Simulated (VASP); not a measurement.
# Mg3ScBr3 (Pm-3m) in VASP: single point with PBE

Aim: the single point of Mg3ScBr3 with PBE.

All numbers are computed with VASP 6.6.1; they aren't measurements. Logs are shortened: lines on timing, memory, paths and dates and some standing lists are left out, and cuts for length are marked.

## 1. The cell of the first run

The structure is cubic, space group Pm-3m (No. 221). Conventional cell: a = 6.027 Å, b = 6.027 Å, c = 6.027 Å, α = 90.00°, β = 90.00°, γ = 90.00°. Mg (site symmetry 4/mmm) has 2 Sc at 3.01 Å and 4 Br at 3.01 Å within 4.0 Å. Within 4.0 Å of Sc (site symmetry m-3m) lie 6 Mg at 3.01 Å. Br (site symmetry 4/mmm) has 4 Mg at 3.01 Å within 4.0 Å.

The cell was built from a structure type or drawn by symmetry, and may not be a known phase.

## 2. Single point, PBE, collinear spin

Input file INCAR:

```
SYSTEM = Mg3ScBr3
PREC     = Accurate       ! precision mode
ENCUT    = 520            ! plane-wave cutoff, eV
EDIFF    = 1E-7           ! SCF threshold, eV
ISMEAR   = 0              ! smearing method
SIGMA    = 0.1            ! smearing width, eV
LREAL    = .FALSE.        ! projectors in reciprocal space
LASPH    = .TRUE.         ! aspherical terms in the spheres
NELM     = 150            ! most SCF steps
ALGO     = Normal         ! electronic algorithm
ISIF     = 2              ! what is computed and relaxed
LWAVE    = .FALSE.        ! write WAVECAR
LCHARG   = .FALSE.        ! write CHGCAR
ISPIN    = 2              ! spin polarisation
MAGMOM   = 0 0 0 0.74 0 0 0 ! initial moments
LORBIT   = 11             ! projections on sites
LMAXMIX  = 4              ! l up to which the mixer works
GGA      = PE             ! functional
NBANDS   = 32             ! bands
```

Input file KPOINTS:

```
regular mesh
0
G
  6 6 6
  0 0 0
```

Input file POSCAR:

```
Mg3ScBr3
1.0
    6.0274018052      0.0000000000      0.0000000000
    0.0000000000      6.0274018052      0.0000000000
    0.0000000000      0.0000000000      6.0274018052
Mg Sc Br
3 1 3
Direct
    0.0000000000      0.5000000000      0.5000000000
    0.5000000000      0.0000000000      0.5000000000
    0.5000000000      0.5000000000      0.0000000000
    0.5000000000      0.5000000000      0.5000000000
    0.0000000000      0.0000000000      0.5000000000
    0.5000000000      0.0000000000      0.0000000000
    0.0000000000      0.5000000000      0.0000000000
```

Potentials or basis: VASP PAW PBE potentials, release 64 (Mg, Sc_sv, Br).

The run is started by

```console
$ cat potpaw_PBE.64/Mg/POTCAR potpaw_PBE.64/Sc_sv/POTCAR potpaw_PBE.64/Br/POTCAR > POTCAR
$ mpirun -np 1 vasp_std > vasp.out
```

OUTCAR:

```text
SYSTEM = Mg3ScBr3
   PREC = Accurate
   ENCUT = 520
   EDIFF = 1E-7
   ISMEAR = 0
   LREAL = .FALSE.
   LASPH = .TRUE.
   NELM = 150
   ISIF = 2
   ISPIN = 2
   LORBIT = 11
   GGA = PE

 ion  position               nearest neighbor table
   1  0.000  0.500  0.500-   4 3.01   5 3.01   7 3.01   7 3.01   5 3.01   4 3.01
   2  0.500  0.000  0.500-   4 3.01   5 3.01   6 3.01   6 3.01   4 3.01   5 3.01
   3  0.500  0.500  0.000-   4 3.01   6 3.01   7 3.01   4 3.01   6 3.01   7 3.01
   4  0.500  0.500  0.500-   1 3.01   2 3.01   3 3.01   3 3.01   2 3.01   1 3.01
   5  0.000  0.000  0.500-   1 3.01   2 3.01   1 3.01   2 3.01
   6  0.500  0.000  0.000-   2 3.01   3 3.01   2 3.01   3 3.01
   7  0.000  0.500  0.000-   1 3.01   3 3.01   1 3.01   3 3.01

  LATTYP: Found a simple cubic cell.
 ALAT       =     6.0274018052

  Lattice vectors:

 A1 = (   6.0274018052,   0.0000000000,   0.0000000000)
 A2 = (   0.0000000000,   6.0274018052,   0.0000000000)
 A3 = (   0.0000000000,   0.0000000000,   6.0274018052)

Analysis of symmetry for initial positions (statically):
=====================================================================
 Subroutine PRICEL returns:
 Original cell was already a primitive cell.

 Routine SETGRP: Setting up the symmetry group for a
 simple cubic supercell.

 Subroutine GETGRP returns: Found 48 space group operations
 (whereof 48 operations were pure point group operations)
 out of a pool of 48 trial point group operations.

The static configuration has the point symmetry O_h .

Analysis of symmetry for dynamics (positions and initial velocities):
=====================================================================
 Subroutine PRICEL returns:
 Original cell was already a primitive cell.

 Routine SETGRP: Setting up the symmetry group for a
 simple cubic supercell.

 Subroutine GETGRP returns: Found 48 space group operations
 (whereof 48 operations were pure point group operations)
 out of a pool of 48 trial point group operations.

The dynamic configuration has the point symmetry O_h .

Analysis of structural, dynamic, and magnetic symmetry:
=====================================================================
 Subroutine PRICEL returns:
 Original cell was already a primitive cell.

 Routine SETGRP: Setting up the symmetry group for a
 simple cubic supercell.

 Subroutine GETGRP returns: Found 48 space group operations
 (whereof 48 operations were pure point group operations)
 out of a pool of 48 trial point group operations.

The overall configuration has the point symmetry O_h .

[... 144 lines left out ...]
 Free energy of the ion-electron system (eV)
  ---------------------------------------------------
  ext. energy  EPLUGINS =         0.00000000
  ---------------------------------------------------
  free energy    TOTEN  =       -17.14563583 eV

  energy without entropy =      -17.12842786  energy(sigma->0) =      -17.13703185

 E-fermi :   1.7013     XC(G=0):  -7.8660

 val. band max:        1.6854306320   @ k =   0.5000   0.5000   0.1667
 cond. band min:       1.7085105573   @ k =   0.3333   0.0000   0.0000
 fundamental gap:      0.0230799253
 Fermi energy:         1.7012612224

 spin component 1

 k-point     1 :       0.0000    0.0000    0.0000
  band No.  band energies     occupation
      1     -48.5601      1.00000
      2     -27.2349      1.00000
      3     -27.2349      1.00000
      4     -27.2349      1.00000
      5     -13.7431      1.00000
      6     -13.5062      1.00000
[... 669 lines left out ...]
     30       6.1368      0.00000
     31       6.1368      0.00000
 Fermi energy:         1.7012612224

 spin component 2

 k-point     1 :       0.0000    0.0000    0.0000
  band No.  band energies     occupation
      1     -47.9311      1.00000
      2     -26.5959      1.00000
      3     -26.5959      1.00000
      4     -26.5959      1.00000
      5     -13.7201      1.00000
      6     -13.4834      1.00000
[... 669 lines left out ...]
     30       6.1824      0.00000
     31       6.1824      0.00000
 [bands above 31 left out]

------------------------ aborting loop because EDIFF is reached ----------------------------------------

  FORCE on cell =-STRESS in cart. coord.  units (eV):
  Direction    XX          YY          ZZ          XY          YZ          ZX
  --------------------------------------------------------------------------------------
  -------------------------------------------------------------------------------------
  Total       -0.0626176     -0.0626176     -0.0626176      0.0000000      0.0000000     -0.0000000
  in kB       -0.4581591     -0.4581591     -0.4581591      0.0000000      0.0000000     -0.0000000
  external PRESSURE =      -0.4581591 kB  Pullay stress =       0.0000000 kB

 VOLUME and BASIS-vectors are now :
 -----------------------------------------------------------------------------
  energy-cutoff  :      520.00
  volume of cell :      218.97
      direct lattice vectors                 reciprocal lattice vectors
     6.027401805  0.000000000  0.000000000     0.165908966  0.000000000  0.000000000
     0.000000000  6.027401805  0.000000000     0.000000000  0.165908966  0.000000000
     0.000000000  0.000000000  6.027401805     0.000000000  0.000000000  0.165908966

 POSITION                                       TOTAL-FORCE (eV/Angst)
 -----------------------------------------------------------------------------------
      0.00000      3.01370      3.01370         0.000000      0.000000      0.000000
      3.01370      0.00000      3.01370         0.000000      0.000000      0.000000
      3.01370      3.01370      0.00000         0.000000      0.000000      0.000000
      3.01370      3.01370      3.01370         0.000000      0.000000      0.000000
      0.00000      0.00000      3.01370         0.000000      0.000000      0.000000
      3.01370      0.00000      0.00000         0.000000      0.000000      0.000000
      0.00000      3.01370      0.00000         0.000000      0.000000      0.000000
 -----------------------------------------------------------------------------------
    total drift:                                0.000000     -0.000000      0.000000

  FREE ENERGIE OF THE ION-ELECTRON SYSTEM (eV)
  ---------------------------------------------------
  free  energy   TOTEN  =       -17.1456358343 eV

  energy  without entropy=      -17.1284278619  energy(sigma->0) =      -17.13703185

 total charge

# of ion       s       p       d       tot
------------------------------------------
    1        0.235   0.073   0.013   0.321
    2        0.235   0.073   0.013   0.321
    3        0.235   0.073   0.013   0.321
    4        2.327   6.024   1.080   9.432
    5        1.622   3.193   0.010   4.825
    6        1.622   3.193   0.010   4.825
    7        1.622   3.193   0.010   4.825
--------------------------------------------------
tot          7.900  15.822   1.148  24.870

 magnetization (x)

# of ion       s       p       d       tot
------------------------------------------
    1        0.019   0.014   0.002   0.036
    2        0.019   0.014   0.002   0.036
    3        0.019   0.014   0.002   0.036
    4        0.024   0.024   0.758   0.805
    5        0.002   0.019   0.001   0.022
    6        0.002   0.019   0.001   0.022
    7        0.002   0.019   0.001   0.022
--------------------------------------------------
tot          0.089   0.125   0.765   0.979
```

Run time: 6.4 min. Hardware: 1 thread of AMD EPYC 7R43 (Zen 3), shared host; peak memory 0.51 GiB.

Results:

```
Free energy                                           : -17.1456 eV
Pressure                                              : 0.0 GPa
Net moment                                            : 1.66 μB per cell
Site moments                                          : Mg +0.04; Sc +0.81; Br +0.02 μB
Valence electrons inside the program's atomic spheres : Mg 0.32; Sc 9.43; Br 4.83
```
